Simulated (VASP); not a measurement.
# Na2S (Fm-3m) in VASP: notebook

Na2S is run at these levels: PBE, LDA; tasks: single point.

All numbers are computed with VASP 6.6.1; they aren't measurements. Logs are shortened: lines on timing, memory, paths and dates and some standing lists are left out, and cuts for length are marked.

## 1. The cell of the first run

The structure is cubic, space group Fm-3m (No. 225). Conventional cell: a = 6.547 Å, b = 6.547 Å, c = 6.547 Å, α = 90.00°, β = 90.00°, γ = 90.00°. S (site symmetry m-3m) has 8 Na at 2.83 Å within 3.7 Å. Na (site symmetry -43m) has 4 S at 2.83 Å and 6 Na at 3.27 Å within 3.7 Å.

## 2. Single point, PBE

The input, INCAR:

```
PREC = Accurate
ENCUT = 500
EDIFF = 1E-6
ISMEAR = -1
SIGMA = 0.05
LREAL = False
LASPH = True
NELM = 120
ALGO = Normal
ISIF = 2
LWAVE = False
LCHARG = False
GGA = PE
NBANDS = 17
GGA_COMPAT = False
```

The input, KPOINTS:

```
Automatic mesh
0
Gamma
  7 7 7
```

The input, POSCAR:

```
Na2S
1.0
    0.0000000000      3.2735000000      3.2735000000
    3.2735000000      0.0000000000      3.2735000000
    3.2735000000      3.2735000000      0.0000000000
S Na
1 2
Direct
    0.0000000000      0.0000000000      0.0000000000
    0.7500000000      0.7500000000      0.7500000000
    0.2500000000      0.2500000000      0.2500000000
```

Potentials or basis: VASP PAW PBE potentials, release 64 (S, Na_pv).

On the command line:

```console
cat potpaw_PBE.64/S/POTCAR potpaw_PBE.64/Na_pv/POTCAR > POTCAR
mpirun -np 1 vasp_std > vasp.out
```

OUTCAR:

```text
PREC = Accurate
   ENCUT = 500
   EDIFF = 1E-6
   ISMEAR = -1
   LREAL = False
   LASPH = True
   NELM = 120
   ISIF = 2
   GGA = PE

 ion  position               nearest neighbor table
   1  0.000  0.000  0.000-
   2  0.750  0.750  0.750-
   3  0.250  0.250  0.250-

  LATTYP: Found a face centered cubic cell.
 ALAT       =     6.5470000000

  Lattice vectors:

 A1 = (   0.0000000000,   3.2735000000,   3.2735000000)
 A2 = (   3.2735000000,   0.0000000000,   3.2735000000)
 A3 = (   3.2735000000,   3.2735000000,   0.0000000000)

Analysis of symmetry for initial positions (statically):
=====================================================================
 Subroutine PRICEL returns:
 Original cell was already a primitive cell.

 Routine SETGRP: Setting up the symmetry group for a
 face centered cubic supercell.

 Subroutine GETGRP returns: Found 48 space group operations
 (whereof 48 operations were pure point group operations)
 out of a pool of 48 trial point group operations.

The static configuration has the point symmetry O_h .

Analysis of symmetry for dynamics (positions and initial velocities):
=====================================================================
 Subroutine PRICEL returns:
 Original cell was already a primitive cell.

 Routine SETGRP: Setting up the symmetry group for a
 face centered cubic supercell.

 Subroutine GETGRP returns: Found 48 space group operations
 (whereof 48 operations were pure point group operations)
 out of a pool of 48 trial point group operations.

The dynamic configuration has the point symmetry O_h .

 Subroutine INISYM returns: Found 48 space group operations
 (whereof 48 operations are pure point group operations),
 and found     1 'primitive' translations

----------------------------------------------------------------------------------------

                                     Primitive cell

  volume of cell :      70.1564

  direct lattice vectors                    reciprocal lattice vectors
     0.000000000  3.273500000  3.273500000    -0.152741714  0.152741714  0.152741714
     3.273500000  0.000000000  3.273500000     0.152741714 -0.152741714  0.152741714
     3.273500000  3.273500000  0.000000000     0.152741714  0.152741714 -0.152741714

  length of vectors
     4.629428096  4.629428096  4.629428096     0.264556409  0.264556409  0.264556409

[... 74 lines left out ...]
   LASPH  =      T    aspherical Exc in radial PAW
   ENCUT  =  500.0 eV  36.75 Ry    6.06 a.u.   8.44  8.44  8.44*2*pi/ulx,y,z
   NELM   =    120;   NELMIN=  2; NELMDL= -5     # of ELM steps
   EDIFF  = 0.1E-05   stopping-criterion for ELM
   LREAL  =      F    real-space projection
   EDIFFG = 0.1E-04   stopping-criterion for IOM
   NSW    =      0    number of steps for IOM
   IBRION =     -1    ionic relax: 0-MD 1-quasi-New 2-CG
   NFREE  =      0    steps in history (QN), initial steepest desc. (CG)
   ISIF   =      2    stress and relaxation
   ISYM   =      2    0-nonsym 1-usesym 2-fastsym
   POTIM  = 0.5000    time-step for ionic-motion
   TEBEG  =    0.0;   TEEND  =   0.0 temperature during run
   PSTRESS=    0.0 pullay stress
   NELECT =      20.0000    total number of electrons
   NUPDOWN=      -1.0000    fix difference up-down
   EMIN   =  10.00;   EMAX   =-10.00  energy-range for DOS
   EFERMI =   0.00;   METHOD = LEGACY
   ISMEAR =    -1;   SIGMA  =   0.05  broadening in eV -4-tet -1-fermi 0-gaus
   EFERMI_NEDOS =   21; number of points for ismear=-14 and -15
   IALGO  =     38    algorithm
   IMIX   =      4    mixing-type and parameters
     AMIX     =   0.40;   BMIX     =  1.00
     AMIX_MAG =   1.60;   BMIX_MAG =  1.00
  volume/ion in A,a.u.               =      23.39       157.81
  Fermi-wavevector in a.u.,A,eV,Ry     =   1.077447  2.036079 15.794888  1.160892
  Thomas-Fermi vector in A             =   2.213359
   LORBIT       =      0    0 simple, 1 ext, 2 COOP (PROOUT), +10 PAW based schemes
   GGA     = PE    functional components
   LHFCALC =     F    Hartree Fock is set to
   AEXX    =    0.0000 exact exchange contribution
   IVDW    =     0    specifies the selected vdW correction
   LEPSILON=     F    determine dielectric tensor
   LRPA    =     F    only Hartree local field effects (RPA)
 non-spin polarized calculation
  energy-cutoff  :      500.00
  volume of cell :       70.16
 maximum number of plane-waves:      1807
 NGX is ok and might be reduce to    36
   NGX = 17   NGY = 17   NGZ = 17

 number of electron      19.9999989 magnetization

 Free energy of the ion-electron system (eV)
  ---------------------------------------------------
  ext. energy  EPLUGINS =         0.00000000
  ---------------------------------------------------
  free energy    TOTEN  =        -9.97536978 eV

  energy without entropy =       -9.97536978  energy(sigma->0) =       -9.97536978

 E-fermi :   1.3513     XC(G=0):  -7.8122

 val. band max:        0.1763797795   @ k =   0.0000   0.0000   0.0000
 cond. band min:       2.6532088689   @ k =   0.0000   0.0000   0.0000
 fundamental gap:      2.4768290894
 Fermi energy:         1.3513243388

 k-point     1 :       0.0000    0.0000    0.0000
  band No.  band energies     occupation
      1     -22.0709      2.00000
      2     -22.0709      2.00000
      3     -22.0709      2.00000
      4     -22.0177      2.00000
      5     -22.0177      2.00000
      6     -22.0177      2.00000
[... 377 lines left out ...]
      4     -22.0380      2.00000
      5     -22.0116      2.00000
      6     -22.0070      2.00000
[... 9 lines left out ...]
     16      10.6623      0.00000
     17      12.7304      0.00000

------------------------ aborting loop because EDIFF is reached ----------------------------------------

  FORCE on cell =-STRESS in cart. coord.  units (eV):
  Direction    XX          YY          ZZ          XY          YZ          ZX
  --------------------------------------------------------------------------------------
  -------------------------------------------------------------------------------------
  Total        0.1252608      0.1252608      0.1252608     -0.0000000     -0.0000000      0.0000000
  in kB        2.8606100      2.8606100      2.8606100     -0.0000000     -0.0000000      0.0000000
  external PRESSURE =       2.8606100 kB  Pullay stress =       0.0000000 kB

 VOLUME and BASIS-vectors are now :
 -----------------------------------------------------------------------------
  energy-cutoff  :      500.00
  volume of cell :       70.16
      direct lattice vectors                 reciprocal lattice vectors
     0.000000000  3.273500000  3.273500000    -0.152741714  0.152741714  0.152741714
     3.273500000  0.000000000  3.273500000     0.152741714 -0.152741714  0.152741714
     3.273500000  3.273500000  0.000000000     0.152741714  0.152741714 -0.152741714

 POSITION                                       TOTAL-FORCE (eV/Angst)
 -----------------------------------------------------------------------------------
      0.00000      0.00000      0.00000        -0.000000     -0.000000      0.000000
      4.91025      4.91025      4.91025        -0.000000     -0.000000     -0.000000
      1.63675      1.63675      1.63675         0.000000      0.000000      0.000000
 -----------------------------------------------------------------------------------
    total drift:                                0.000000      0.000000      0.000000

  FREE ENERGIE OF THE ION-ELECTRON SYSTEM (eV)
  ---------------------------------------------------
  free  energy   TOTEN  =        -9.9753697757 eV

  energy  without entropy=       -9.9753697756  energy(sigma->0) =       -9.97536978
```

OSZICAR:

```text
N       E                     dE             d eps       ncg     rms          rms(c)
DAV:   1     0.146417056701E+03    0.14642E+03   -0.10146E+04   680   0.115E+03
DAV:   2     0.293592459594E+00   -0.14612E+03   -0.14056E+03   753   0.314E+02
DAV:   3    -0.106137235522E+02   -0.10907E+02   -0.10839E+02   826   0.863E+01
DAV:   4    -0.108226607012E+02   -0.20894E+00   -0.20865E+00   848   0.128E+01
DAV:   5    -0.108265357858E+02   -0.38751E-02   -0.38747E-02   856   0.177E+00    0.370E+00
DAV:   6    -0.100166244994E+02    0.80991E+00   -0.16196E+00   908   0.549E+00    0.292E+00
DAV:   7    -0.996436181935E+01    0.52263E-01   -0.24044E-01   823   0.204E+00    0.195E+00
DAV:   8    -0.997414741951E+01   -0.97856E-02   -0.21130E-02   705   0.114E+00    0.646E-01
DAV:   9    -0.997422154452E+01   -0.74125E-04   -0.46065E-04   935   0.128E-01    0.701E-01
DAV:  10    -0.997660223440E+01   -0.23807E-02   -0.26035E-03   694   0.346E-01    0.100E+00
DAV:  11    -0.997595812116E+01    0.64411E-03   -0.50141E-04   718   0.122E-01    0.641E-01
DAV:  12    -0.997575369411E+01    0.20443E-03   -0.11700E-04   834   0.711E-02    0.527E-01
DAV:  13    -0.997551256706E+01    0.24113E-03   -0.22412E-04   777   0.509E-02    0.360E-01
DAV:  14    -0.997545330589E+01    0.59261E-04   -0.47437E-05   814   0.276E-02    0.257E-01
DAV:  15    -0.997540050378E+01    0.52802E-04   -0.56571E-05   879   0.257E-02    0.164E-01
DAV:  16    -0.997537899032E+01    0.21513E-04   -0.26725E-05   855   0.177E-02    0.903E-02
DAV:  17    -0.997537054292E+01    0.84474E-05   -0.17902E-05   846   0.141E-02    0.319E-02
DAV:  18    -0.997536977566E+01    0.76727E-06   -0.28763E-06   800   0.622E-03
   1 F= -.99753698E+01 E0= -.99753698E+01  d E =-.156928E-10
```

stdout:

```text
POSCAR found type information on POSCAR S Na
 POSCAR found :  2 types and       3 ions
 scaLAPACK will be used
 LDA part: xc-table for (Slater+PW92), standard interpolation
 POSCAR, INCAR and KPOINTS ok, starting setup
 FFT: planning ... GRIDC
 FFT: planning ... GRID_SOFT
 FFT: planning ... GRID
 WAVECAR not read
 entering main loop
```

Wall time 12 s (1 thread of Intel Xeon 6975P-C (Granite Rapids), shared host); peak memory 0.19 GiB.

Results:

```yaml
Free_energy: -9.9754 eV
Pressure: 0.3 GPa
Band_gap_on_the_k_mesh: 2.48 eV
```

Levels at points of the mesh, in eV from the valence-band top:
```tsv
k point	band 8	band 9	band 10	band 11	band 12	band 13
(0.00, 0.00, 0.00)	0.00	0.00	0.00	2.48	7.73	7.73
```

A hybrid or GW would open this gap; PBE tends to underestimate it.

## 3. Single point, LDA

The input, INCAR:

```
ALGO = Normal
EDIFF = 1E-6
ENCUT = 500
GGA = CA
GGA_COMPAT = F
ISIF = 2
ISMEAR = -1
LASPH = T
LCHARG = F
LREAL = F
LWAVE = F
NBANDS = 17
NELM = 120
PREC = Accurate
SIGMA = 0.05
```

The input, KPOINTS:

```
k-points
0
Gamma
  7 7 7
```

POSCAR is that of step 2.

Potentials or basis: VASP PAW LDA potentials, release 64 (S, Na_pv).

On the command line:

```console
cat potpaw_LDA.64/S/POTCAR potpaw_LDA.64/Na_pv/POTCAR > POTCAR
mpirun -np 1 vasp_std > vasp.out
```

It took 8.7 s on 1 thread of Intel Xeon 6975P-C (Granite Rapids), shared host; peak memory 0.16 GiB.

It converged, with:

```yaml
Free_energy: -10.8773 eV
Pressure: -2.2 GPa
Band_gap_on_the_k_mesh: 2.24 eV
```

Levels at points of the mesh, in eV from the valence-band top:
```
           k point  band 8  band 9  band 10  band 11  band 12  band 13
(0.00, 0.00, 0.00)    0.00    0.00     0.00     2.24     7.52     7.52
```

Expect the measured gap to be larger: semilocal functionals such as LDA lack the derivative discontinuity.

## 4. Single point, LDA

This run uses another cell than the first one, of 23.85 Å³/atom.

The input, INCAR:

```
ALGO = Normal
EDIFF = 1E-6
ENCUT = 500
GGA_COMPAT = False
ISIF = 2
ISMEAR = -1
LASPH = True
LCHARG = False
LREAL = False
LWAVE = False
NBANDS = 17
NELM = 120
PREC = Accurate
SIGMA = 0.05
```

KPOINTS is that of step 3.

The input, POSCAR:

```
Na2S
1.0
    0.0000000000      3.2951794397      3.2951794397
    3.2951794397      0.0000000000      3.2951794397
    3.2951794397      3.2951794397      0.0000000000
S Na
1 2
Direct
    0.0000000000      0.0000000000      0.0000000000
    0.7500000000      0.7500000000      0.7500000000
    0.2500000000      0.2500000000      0.2500000000
```

On the command line:

```console
cat potpaw_LDA.64/S/POTCAR potpaw_LDA.64/Na_pv/POTCAR > POTCAR
mpirun -np 1 vasp_std > vasp.out
```

Wall time 8.7 s (1 thread of Intel Xeon 6975P-C (Granite Rapids), shared host); peak memory 0.17 GiB.

Results (log left out):

| Quantity | Value |
| --- | --- |
| Free energy | -10.8567 eV |
| Pressure | -2.6 GPa |
| Band gap on the k mesh | 2.18 eV |

Levels at points of the mesh, in eV from the valence-band top:
```
           k point  band 7  band 8  band 9  band 10  band 11  band 12  band 13  band 14
(0.00, 0.00, 0.00)  -10.07    0.00    0.00     0.00     2.18     7.45     7.45     7.45
```

## 5. Single point, LDA

This run uses another cell than the first one, of 24.32 Å³/atom.

The input, INCAR:

```
SYSTEM = Na2S
  PREC = Accurate
  ENCUT = 500
  EDIFF = 1E-6
  ISMEAR = -1
  SIGMA = 0.05
  LREAL = .FALSE.
  LASPH = .TRUE.
  NELM = 120
  ALGO = Normal
  ISIF = 2
  LWAVE = .FALSE.
  LCHARG = .FALSE.
  GGA = CA
  NBANDS = 17
  GGA_COMPAT = .FALSE.
```

The input, KPOINTS:

```
regular mesh
0
G
  7 7 7
  0 0 0
```

The input, POSCAR:

```
Na2S
1.0
    0.0000000000      3.3165773084      3.3165773084
    3.3165773084      0.0000000000      3.3165773084
    3.3165773084      3.3165773084      0.0000000000
S Na
1 2
Direct
    0.0000000000      0.0000000000      0.0000000000
    0.7500000000      0.7500000000      0.7500000000
    0.2500000000      0.2500000000      0.2500000000
```

On the command line:

```console
cat potpaw_LDA.64/S/POTCAR potpaw_LDA.64/Na_pv/POTCAR > POTCAR
mpirun -np 1 vasp_std > vasp.out
```

Wall time 8.7 s (1 thread of Intel Xeon 6975P-C (Granite Rapids), shared host); peak memory 0.17 GiB.

It converged, with:

* Free energy: -10.8324 eV
* Pressure: -3.0 GPa
* Band gap on the k mesh: 2.12 eV

Levels at points of the mesh, in eV from the valence-band top:
```csv
k point,band 8,band 9,band 10,band 11,band 12,band 13
"(0.00, 0.00, 0.00)",0.00,0.00,0.00,2.12,7.39,7.39
```

Caveat: the cell stands under tension. Expect the measured gap to be larger: semilocal functionals such as LDA lack the derivative discontinuity.

## 6. Single point, LDA

This run uses another cell than the first one, of 24.79 Å³/atom.

The input, INCAR:

```
SYSTEM = Na2S
ALGO = Normal
EDIFF = 1E-6
ENCUT = 500
GGA = CA
GGA_COMPAT = .False.
ISIF = 2
ISMEAR = -1
LASPH = .True.
LCHARG = .False.
LREAL = .False.
LWAVE = .False.
NBANDS = 17
NELM = 120
PREC = Accurate
SIGMA = 0.05
```

The input, KPOINTS:

```
k-points
0
Gamma
  7 7 7
  0 0 0
```

The input, POSCAR:

```
Na2S
1.0
    0.0000000000      3.3377025742      3.3377025742
    3.3377025742      0.0000000000      3.3377025742
    3.3377025742      3.3377025742      0.0000000000
S Na
1 2
Direct
    0.0000000000      0.0000000000      0.0000000000
    0.7500000000      0.7500000000      0.7500000000
    0.2500000000      0.2500000000      0.2500000000
```

Potentials or basis: VASP PAW LDA potentials, release 64 (S, Na_pv).

On the command line:

```console
cat potpaw_LDA.64/S/POTCAR potpaw_LDA.64/Na_pv/POTCAR > POTCAR
mpirun -np 1 vasp_std > vasp.out
```

Run time: 9.4 s. Hardware: 1 thread of Intel Xeon 6975P-C (Granite Rapids), shared host; peak memory 0.16 GiB.

The run converged. Its results:

```
Free energy            : -10.8048 eV
Pressure               : -3.4 GPa
Band gap on the k mesh : 2.07 eV
```

Levels at points of the mesh, in eV from the valence-band top:
```
           k point  band 6  band 7  band 8  band 9  band 10  band 11  band 12  band 13  band 14  band 15
(0.00, 0.00, 0.00)  -22.28  -10.02    0.00    0.00     0.00     2.07     7.32     7.32     7.32     9.08
```

Caveat: the cell stands under tension. A hybrid or GW would open this gap; LDA tends to underestimate it.

## 7. Summary

```tsv
level	potentials or basis	cell	gap on the mesh (eV)	pressure (GPa)
PBE	VASP PAW PBE potentials, release 64 (S, Na_pv)	a = 4.629 Å, angles 60.0°, 3 atoms	2.48	0.3
LDA	VASP PAW LDA potentials, release 64 (S, Na_pv)	a = 4.629 Å, angles 60.0°, 3 atoms	2.24	-2.2
LDA	VASP PAW LDA potentials, release 64 (S, Na_pv)	a = 4.660 Å, angles 60.0°, 3 atoms	2.18	-2.6
LDA	VASP PAW LDA potentials, release 64 (S, Na_pv)	a = 4.690 Å, angles 60.0°, 3 atoms	2.12	-3.0
LDA	VASP PAW LDA potentials, release 64 (S, Na_pv)	a = 4.720 Å, angles 60.0°, 3 atoms	2.07	-3.4
```

Alike in all rows: task single point; no spin polarisation; k mesh 7 × 7 × 7; cutoff (eV) 500; smearing fermi-dirac 0.05 eV.

Caveats: the cell stands under tension (at least some runs).

Total energies depend on the potentials used, so only differences within one code and one set of settings carry meaning.
